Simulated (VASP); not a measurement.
Write the native input for VASP 6.6.1 that does the following.

- Task: single point
- Functional: r2SCAN
- Dispersion: rVV10
- Potentials or basis: VASP PAW PBE potentials, release 64 (Ta_pv)
- Cutoff: 520 eV
- k mesh: 11 × 11 × 11
- Occupations: methfessel-paxton, width 0.05 eV
- Spin: no spin polarisation
- Dipole correction: no
- Further INCAR settings: ALGO = Normal; EDIFF = 1e-07; NBANDS = 12

Crystal: Ta.

```
Ta
1.0
    -1.64020    1.64020    1.64020
     1.64020   -1.64020    1.64020
     1.64020    1.64020   -1.64020
Ta
1
Direct
  0.00000 0.00000 0.00000
```

The input as run:

POSCAR

```
Ta
1.0
   -1.6401972500      1.6401972500      1.6401972500
    1.6401972500     -1.6401972500      1.6401972500
    1.6401972500      1.6401972500     -1.6401972500
Ta
1
Direct
    0.0000000000      0.0000000000      0.0000000000
```

INCAR.step1

```
SYSTEM = Ta
ALGO = Normal
EDIFF = 1E-4
ENCUT = 520
GGA = PE
ISMEAR = 1
LASPH = .TRUE.
LCHARG = .FALSE.
LREAL = .FALSE.
LWAVE = .TRUE.
NBANDS = 12
NELM = 60
PREC = Accurate
SIGMA = 0.05
```

INCAR.step2

```
SYSTEM = Ta
ALGO = Normal
BPARAM = 11.95
CPARAM = 0.0093
EDIFF = 1E-7
ENCUT = 520
ISIF = 2
ISMEAR = 1
ISTART = 1
IVDW_NL = 2
LASPH = .TRUE.
LCHARG = .FALSE.
LMIXTAU = .TRUE.
LREAL = .FALSE.
LUSE_VDW = .TRUE.
LWAVE = .FALSE.
METAGGA = R2SCAN
NBANDS = 12
NELM = 60
PREC = Accurate
SIGMA = 0.05
```

KPOINTS

```
k-points
0
G
  11 11 11
  0 0 0
```

Potentials or basis: VASP PAW PBE potentials, release 64 (Ta_pv).

Launch:

```bash
$ cat potpaw_PBE.64/Ta_pv/POTCAR > POTCAR
$ cp INCAR.step1 INCAR
$ mpirun -np 1 vasp_std > vasp.out
$ cp INCAR.step2 INCAR
$ mpirun -np 1 vasp_std > vasp.out
```

Results of the run:

The pressure is 3.4 GPa.

Caveat: the PAW data sets were made with another functional, which shifts forces and pressure a little.

Run time: 56 s on 1 thread of Intel(R) Xeon(R) Platinum 8488C (Sapphire Rapids), on a shared host, peak memory 0.22 GiB.
